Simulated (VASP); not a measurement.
Here is a VASP 6.6.1 calculation.

File INCAR:

```
SYSTEM = Co
ALGO = Fast
EDIFF = 1E-6
ENCUT = 520
GGA = PE
ISIF = 2
ISMEAR = 0
ISPIN = 2
LASPH = .TRUE.
LCHARG = .FALSE.
LMAXMIX = 4
LORBIT = 11
LREAL = .FALSE.
LWAVE = .FALSE.
MAGMOM = 1.86 1.86
NBANDS = 20
NELM = 150
PREC = Accurate
SIGMA = 0.15
```

KPOINTS

```
k-points
0
G
  21 21 12
  0 0 0
```

Contents of POSCAR:

```
Co
1.0
    2.5432000000      0.0000000000      0.0000000000
   -1.2716000000      2.2024758069      0.0000000000
    0.0000000000      0.0000000000      3.8710000000
Co
2
Direct
    0.3333333333      0.6666666667      0.2500000000
    0.6666666667      0.3333333333      0.7500000000
```

Potentials or basis: VASP PAW PBE potentials, release 64 (Co).

Run with:

```sh
$ cat potpaw_PBE.64/Co/POTCAR > POTCAR
$ mpirun -np 1 vasp_std > vasp.out
```

Problem. What does it give for the net moment?

Solution. 3.19 μB per cell.

Problem. Estimate the pressure.

Solution. 0.5 GPa.

Problem. Predict the site moments.

Solution. Co +1.61 μB.

Stress tensor (GPa, compression positive):
```
-5.04  0.00  0.00
 0.00 -5.04  0.00
 0.00  0.00 11.65
```
